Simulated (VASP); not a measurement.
**CuI: single point with r2SCAN**

The system is CuI.

```xyz
2
Lattice="0.0000 3.0120 3.0120 3.0120 0.0000 3.0120 3.0120 3.0120 0.0000" Properties=species:S:1:pos:R:3 pbc="T T T"
Cu    0.0000    0.0000    0.0000
I     1.5060    1.5060    1.5060
```

```yaml
Program: VASP 6.6.1
Task: single point
Functional: r2SCAN
Potentials_or_basis: VASP PAW PBE potentials, release 64 (Cu, I)
Cutoff: 520 eV
k_mesh: 8 × 8 × 8
Occupations: gaussian, width 0.01 eV
Spin: no spin polarisation
```

| Quantity | Value |
| --- | --- |
| Pressure | -0.1 GPa |
| Band gap on the k mesh | 1.67 eV |

Levels at points of the mesh, in eV from the valence-band top:
| k point | band 5 | band 6 | band 7 | band 8 | band 9 | band 10 | band 11 | band 12 | band 13 | band 14 |
| --- | --- | --- | --- | --- | --- | --- | --- | --- | --- | --- |
| (0.00, 0.00, 0.00) | -1.92 | -1.92 | 0.00 | 0.00 | 0.00 | 1.67 | 5.22 | 5.22 | 5.22 | 8.68 |
| (0.50, 0.00, 0.00) | -1.89 | -1.89 | -1.85 | -0.74 | -0.74 | 2.57 | 5.73 | 5.73 | 7.75 | 9.76 |
| (0.50, 0.50, 0.00) | -1.96 | -1.84 | -1.82 | -1.57 | -1.57 | 2.90 | 3.17 | 9.94 | 10.51 | 10.51 |

It took 2.5 min on 1 thread of Intel Xeon 8259CL, with other jobs on the host, peak memory 0.2 GiB.

Caveat: the PAW data sets were made with another functional, which shifts forces and pressure a little; spin-orbit coupling is left out, which moves the levels of the heavy elements.
